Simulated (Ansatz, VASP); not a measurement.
# Two plane-wave programs on AlP

File INCAR:

```
ALGO = Normal
EDIFF = 1E-6
ENCUT = 500
GGA = RP
GGA_COMPAT = False
ISIF = 2
ISMEAR = 0
LASPH = True
LCHARG = True
LELF = True
LREAL = False
LVHAR = True
LWAVE = False
NBANDS = 11
NELM = 120
PREC = Accurate
SIGMA = 0.05
```

Contents of KPOINTS:

```
k-points
0
Gamma
  8 8 8
```

POSCAR

```
AlP
1.0
    0.0000000000      2.7534436058      2.7534436058
    2.7534436058      0.0000000000      2.7534436058
    2.7534436058      2.7534436058      0.0000000000
Al P
1 1
Direct
    0.0000000000      0.0000000000      0.0000000000
    0.7500000000      0.7500000000      0.7500000000
```

Input for Ansatz:

```yaml
crystal:
  lattice:
    - [0.0, 2.7534436058, 2.7534436058]
    - [2.7534436058, 0.0, 2.7534436058]
    - [2.7534436058, 2.7534436058, 0.0]
  atoms:
    - { symbol: Al, position: [0.0, 0.0, 0.0] }
    - { symbol: P, position: [0.75, 0.75, 0.75] }
basis:
  ecutwfc: 420
  ecutrho_ratio: 4
kpoints:
  mp_grid: { grid: [8, 8, 8] }
hamiltonian:
  xc: rpbe
scf:
  occupations: { method: gaussian, width: 0.05 }
output:
  forces: true
  stress: true
  eigenvalues: true
```

Alike in both runs: task single point; functional RPBE; k mesh 8 × 8 × 8; occupations gaussian, width 0.05 eV; no spin polarisation.

```csv
,VASP,Ansatz
version,VASP 6.6.1,Ansatz 0.2.0
potentials or method,"VASP PAW PBE potentials, release 64 (Al, P), cutoff 500 eV","scalar-relativistic, plane waves, PAW"
valence electrons in the cell,8,8
```

|  | VASP | Ansatz | Ansatz less VASP |
| --- | --- | --- | --- |
| gap on the k mesh at the Fermi level (eV) | 1.71 | 1.72 | +0.004 |
| least direct gap on the mesh (eV) | 3.23 | 3.23 | 0.000 |
| pressure (GPa) | 1.4 | 1.6 | +0.23 |

VASP's potentials were made for PBE, not for RPBE. With one functional, cell and mesh, what is left measures potentials, basis and numerics.
